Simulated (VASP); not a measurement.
# Nb (Im-3m) in VASP: a series of runs, part 2 of 2

VASP 6.6.1.

### 4 Single point, LDA (volume scaled by 0.72)

Contents of INCAR:

```
ALGO = Normal
EDIFF = 1E-6
ENCUT = 520
GGA = CA
ISIF = 2
ISMEAR = -1
LASPH = T
LCHARG = F
LREAL = F
LWAVE = F
NBANDS = 12
NELM = 80
PREC = Accurate
SIGMA = 0.1
```

Contents of KPOINTS:

```
k-points
0
Gamma
  16 16 16
```

Contents of POSCAR:

```
Nb
1.0
   -1.4556021421      1.4556021421      1.4556021421
    1.4556021421     -1.4556021421      1.4556021421
    1.4556021421      1.4556021421     -1.4556021421
Nb
1
Direct
    0.0000000000      0.0000000000      0.0000000000
```

Potentials or basis: VASP PAW LDA potentials, release 64 (Nb_sv).

Started as:

```
$ cat potpaw_LDA.64/Nb_sv/POTCAR > POTCAR
$ mpirun -np 1 vasp_std > vasp.out
```

OUTCAR:

```text
EDIFF = 1E-6
   ENCUT = 520
   GGA = CA
   ISIF = 2
   ISMEAR = -1
   LASPH = T
   LREAL = F
   NELM = 80
   PREC = Accurate

 ion  position               nearest neighbor table
   1  0.000  0.000  0.000-

  LATTYP: Found a body centered cubic cell.
 ALAT       =     2.9112042842

  Lattice vectors:

 A1 = (  -1.4556021421,   1.4556021421,   1.4556021421)
 A2 = (   1.4556021421,  -1.4556021421,   1.4556021421)
 A3 = (   1.4556021421,   1.4556021421,  -1.4556021421)

Analysis of symmetry for initial positions (statically):
=====================================================================
 Subroutine PRICEL returns:
 Original cell was already a primitive cell.

 Routine SETGRP: Setting up the symmetry group for a
 body centered cubic supercell.

 Subroutine GETGRP returns: Found 48 space group operations
 (whereof 48 operations were pure point group operations)
 out of a pool of 48 trial point group operations.

The static configuration has the point symmetry O_h .

Analysis of symmetry for dynamics (positions and initial velocities):
=====================================================================
 Subroutine PRICEL returns:
 Original cell was already a primitive cell.

 Routine SETGRP: Setting up the symmetry group for a
 body centered cubic supercell.

 Subroutine GETGRP returns: Found 48 space group operations
 (whereof 48 operations were pure point group operations)
 out of a pool of 48 trial point group operations.

The dynamic configuration has the point symmetry O_h .

 Subroutine INISYM returns: Found 48 space group operations
 (whereof 48 operations are pure point group operations),
 and found     1 'primitive' translations

----------------------------------------------------------------------------------------

                                     Primitive cell
[... 112 lines left out ...]
  Thomas-Fermi vector in A             =   2.752225
   LORBIT       =      0    0 simple, 1 ext, 2 COOP (PROOUT), +10 PAW based schemes
   GGA     = CA    functional components
   LHFCALC =     F    Hartree Fock is set to
   AEXX    =    0.0000 exact exchange contribution
   IVDW    =     0    specifies the selected vdW correction
   LEPSILON=     F    determine dielectric tensor
   LRPA    =     F    only Hartree local field effects (RPA)
 non-spin polarized calculation
  energy-cutoff  :      520.00
  volume of cell :       12.34
 maximum number of plane-waves:       370
   NGX =  9   NGY =  9   NGZ =  9

 number of electron      12.9999999 magnetization

 Free energy of the ion-electron system (eV)
  ---------------------------------------------------
  ext. energy  EPLUGINS =         0.00000000
  ---------------------------------------------------
  free energy    TOTEN  =        -9.96067020 eV

  energy without entropy =       -9.93591989  energy(sigma->0) =       -9.94829505

 E-fermi :  17.5481     XC(G=0): -14.7842

 val. band max:       17.5218642423   @ k =   0.2500   0.1875   0.0000
 cond. band min:      17.5588607408   @ k =   0.2500   0.1250   0.0000
 fundamental gap:      0.0369964985
 Fermi energy:        17.5481064381

 k-point     1 :       0.0000    0.0000    0.0000
  band No.  band energies     occupation
      1     -37.0426      2.00000
      2     -10.9044      2.00000
      3     -10.9044      2.00000
      4     -10.9044      2.00000
      5      11.2937      2.00000
      6      17.2182      1.92879
      7      17.2182      1.92879
      8      17.2182      1.92879
      9      21.5649      0.00000
     10      21.5649      0.00000
     11      32.2266      0.00000
     12      32.2266      0.00000
[... 331 lines left out ...]
 k-point    24 :       0.2500    0.1875    0.0000
  band No.  band energies     occupation
      1     -36.1441      2.00000
      2     -14.0907      2.00000
      3     -12.2638      2.00000
      4     -11.2856      2.00000
      5      13.5282      2.00000
      6      14.9021      2.00000
      7      17.5219      1.13046
      8      20.7369      0.00000
      9      23.2553      0.00000
     10      26.5557      0.00000
     11      33.7732      0.00000
     12      36.5334      0.00000

 [... further k-points ...]

------------------------ aborting loop because EDIFF is reached ----------------------------------------

  FORCE on cell =-STRESS in cart. coord.  units (eV):
  Direction    XX          YY          ZZ          XY          YZ          ZX
  --------------------------------------------------------------------------------------
  -------------------------------------------------------------------------------------
  Total        8.7415122      8.7415122      8.7415122      0.0000000     -0.0000000     -0.0000000
  in kB     1135.2959867   1135.2959867   1135.2959867      0.0000000     -0.0000000     -0.0000000
  external PRESSURE =    1135.2959867 kB  Pullay stress =       0.0000000 kB

 VOLUME and BASIS-vectors are now :
 -----------------------------------------------------------------------------
  energy-cutoff  :      520.00
  volume of cell :       12.34
      direct lattice vectors                 reciprocal lattice vectors
    -1.455602142  1.455602142  1.455602142     0.000000000  0.343500456  0.343500456
     1.455602142 -1.455602142  1.455602142     0.343500456  0.000000000  0.343500456
     1.455602142  1.455602142 -1.455602142     0.343500456  0.343500456  0.000000000

 POSITION                                       TOTAL-FORCE (eV/Angst)
 -----------------------------------------------------------------------------------
      0.00000      0.00000      0.00000        -0.000000      0.000000      0.000000
 -----------------------------------------------------------------------------------
    total drift:                                0.000000     -0.000000      0.000000

  FREE ENERGIE OF THE ION-ELECTRON SYSTEM (eV)
  ---------------------------------------------------
  free  energy   TOTEN  =        -9.9606702049 eV

  energy  without entropy=       -9.9359198898  energy(sigma->0) =       -9.94829505
```

OSZICAR:

```text
N       E                     dE             d eps       ncg     rms          rms(c)
DAV:   1     0.130391660639E+03    0.13039E+03   -0.74669E+03  3500   0.116E+03
DAV:   2    -0.484311801600E+01   -0.13523E+03   -0.12934E+03  3668   0.437E+02
DAV:   3    -0.984423825500E+01   -0.50011E+01   -0.47678E+01  5120   0.772E+01
DAV:   4    -0.100805140962E+02   -0.23628E+00   -0.23489E+00  5000   0.138E+01
DAV:   5    -0.100922767991E+02   -0.11763E-01   -0.11760E-01  5120   0.244E+00    0.135E+01
DAV:   6    -0.994478118657E+01    0.14750E+00   -0.32331E-01  5624   0.790E+00    0.589E+00
DAV:   7    -0.995051306048E+01   -0.57319E-02   -0.14018E-01  5708   0.509E+00    0.115E+00
DAV:   8    -0.996061593053E+01   -0.10103E-01   -0.19914E-02  4304   0.184E+00    0.166E-01
DAV:   9    -0.996068822629E+01   -0.72296E-04   -0.15773E-03  4720   0.337E-01    0.925E-02
DAV:  10    -0.996067826586E+01    0.99604E-05   -0.78590E-05  4760   0.122E-01    0.396E-02
DAV:  11    -0.996067043367E+01    0.78322E-05   -0.14013E-05  4948   0.570E-02    0.106E-02
DAV:  12    -0.996067020491E+01    0.22876E-06   -0.55806E-07  3072   0.969E-03
   1 F= -.99606702E+01 E0= -.99482950E+01  d E =-.247503E-01
```

stdout:

```text
POSCAR found type information on POSCAR Nb
 POSCAR found :  1 types and       1 ions
 scaLAPACK will be used
 LDA part: xc-table for (Slater(with rela. corr.)+CA(PZ))
 , standard interpolation
 POSCAR, INCAR and KPOINTS ok, starting setup
 FFT: planning ... GRIDC
 FFT: planning ... GRID_SOFT
 FFT: planning ... GRID
 WAVECAR not read
 entering main loop
```

Wall time 45 s (1 thread of AMD EPYC, shared host); peak memory 0.1 GiB.

Results:

```yaml
Free_energy: -9.9607 eV
Pressure: 113.5 GPa
```

Levels at points of the mesh, in eV from the Fermi level:
| k point | band 4 | band 5 | band 6 | band 7 | band 8 | band 9 |
| --- | --- | --- | --- | --- | --- | --- |
| (0.00, 0.00, 0.00) | -28.45 | -6.25 | -0.33 | -0.33 | -0.33 | 4.02 |
| (0.50, 0.00, 0.00) | -28.54 | -5.95 | -3.58 | 4.49 | 4.97 | 5.50 |
| (0.50, 0.50, 0.50) | -31.09 | -6.92 | -6.92 | 8.30 | 8.30 | 8.30 |
